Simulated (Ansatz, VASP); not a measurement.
Two plane-wave programs on TiSi2

File INCAR:

```
  ALGO = Normal
  EDIFF = 1E-7
  ENCUT = 520
  GGA = CA
  ISIF = 2
  ISMEAR = -1
  LASPH = True
  LCHARG = False
  LREAL = False
  LWAVE = False
  NBANDS = 17
  NELM = 100
  PREC = Accurate
  SIGMA = 0.05
```

KPOINTS

```
k-points
0
Gamma
  12 12 12
```

File POSCAR:

```
TiSi2
1.0
   -1.5017591770      1.7457097017      4.2946938359
    1.5017591770     -1.7457097017      4.2946938359
    1.5017591770      1.7457097017     -4.2946938359
Ti Si
1 2
Direct
    0.0000000000      0.0000000000      0.0000000000
    0.6700780000      0.6700780000      0.0000000000
    0.3299220000      0.3299220000      0.0000000000
```

The input input.yaml:

```yaml
crystal:
  lattice:
    - [-1.501759177, 1.7457097017, 4.2946938359]
    - [1.501759177, -1.7457097017, 4.2946938359]
    - [1.501759177, 1.7457097017, -4.2946938359]
  atoms:
    - { symbol: Ti, position: [0.0, 0.0, 0.0] }
    - { symbol: Si, position: [0.670078, 0.670078, 0.0] }
    - { symbol: Si, position: [0.329922, 0.329922, 0.0] }
hamiltonian:
  xc: lda
  pseudopotentials: { kind: paw }
kpoints:
  mp_grid: { grid: [12, 12, 12] }
scf:
  occupations: { method: fermi_dirac, width: 0.05 }
output:
  forces: true
  stress: true
  eigenvalues: true
  write_density: true
  write_potential: true
  elf: true
  volumetric_format: npy
```

Alike in both runs: task single point; functional LDA; k mesh 12 × 12 × 12; occupations fermi-dirac, width 0.05 eV; no spin polarisation.

|  | VASP | Ansatz |
| --- | --- | --- |
| version | VASP 6.6.1 | Ansatz 0.2.0 |
| potentials or method | VASP PAW LDA potentials, release 64 (Ti_sv, Si) | Ansatz PAW |
| plane-wave cutoff (eV) | 520 | 420 |
| valence electrons in the cell | 20 | 20 |

|  | VASP | Ansatz | Ansatz less VASP |
| --- | --- | --- | --- |
| gap on the k mesh at the Fermi level (eV) | none | none | - |
| pressure (GPa) | -12.9 | -13.0 | -0.15 |
| traceless stress, the component that is largest in VASP (GPa) | 1.15 | 1.16 | +0.007 |
| rms of the force components (eV/Å) | 0.071 | 0.074 | +0.0024 |

LDA's correlation is that of Perdew and Zunger in VASP and of Perdew and Wang (1992) in Ansatz. Atom by atom the forces differ by 0.002 eV/Å (rms over components). A gap of «none» marks a metal or a gap that the smearing closes.
